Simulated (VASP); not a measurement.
GeMo:

```
Ge Mo
1.0
     3.21521    0.00000    0.00000
    -1.60761    2.78445    0.00000
     0.00000    0.00000    4.37291
Ge Mo
1 1
Direct
  0.00000 0.00000 0.00000
  0.00000 0.00000 0.50000
```

The cell was built from a structure type or drawn by symmetry, and may not be a known phase.

| Item | Value |
| --- | --- |
| Program | VASP 6.6.1 |
| Task | relaxation of cell and atoms |
| Functional | PBE |
| Potentials or basis | VASP PAW PBE potentials, release 64 (Ge_d, Mo_sv) |
| Cutoff | 600 eV |
| k mesh | 6 × 6 × 4 |
| Occupations | gaussian, width 0.1 eV |
| Spin | no spin polarisation |

At the start: pressure 20.6 GPa; volume 19.57 Å³/atom.

Question: Where does the relaxation end?

Answer: Over 13 steps the energy falls by 1111.5 meV/atom and the volume is 17.78 Å³/atom (-9.2 %); space group P6/mmm (No. 191, to 0.1 Å) before and after.

Step by step:
```csv
step,energy change (eV),largest force (eV/Å),pressure (GPa),volume (Å³)
1,0.0000,0.0000,20.55,39.15
2,-0.8980,0.0000,-17.48,49.31
3,-1.0188,0.0000,-18.78,48.36
4,-1.1017,0.0000,-19.51,47.57
5,-1.6497,0.0000,-17.84,43.94
6,-1.5516,0.0000,-7.30,41.69
7,-1.7079,0.0000,-15.37,43.18
8,-1.7086,0.0000,-14.21,42.89
9,-2.1996,0.0000,4.33,34.28
10,-2.2229,0.0000,-0.01,35.46
11,-2.2229,0.0000,-0.58,35.61
12,-2.2228,0.0000,-0.12,35.50
13,-2.2231,0.0000,-0.20,35.56
```

Final structure:
```
Ge Mo
1.0
     2.83627    0.00000    0.00000
    -1.41813    2.45628    0.00000
     0.00000    0.00000    5.10441
Ge Mo
1 1
Direct
  0.00000 0.00000 0.00000
  0.00000 0.00000 0.50000
```

Caveat: the k points lie up to 0.43 Å⁻¹ apart in the final cell, too coarse for converged energies and pressures of a metal; a cell axis changed by over 15 % at a fixed basis, so the end point is rough.
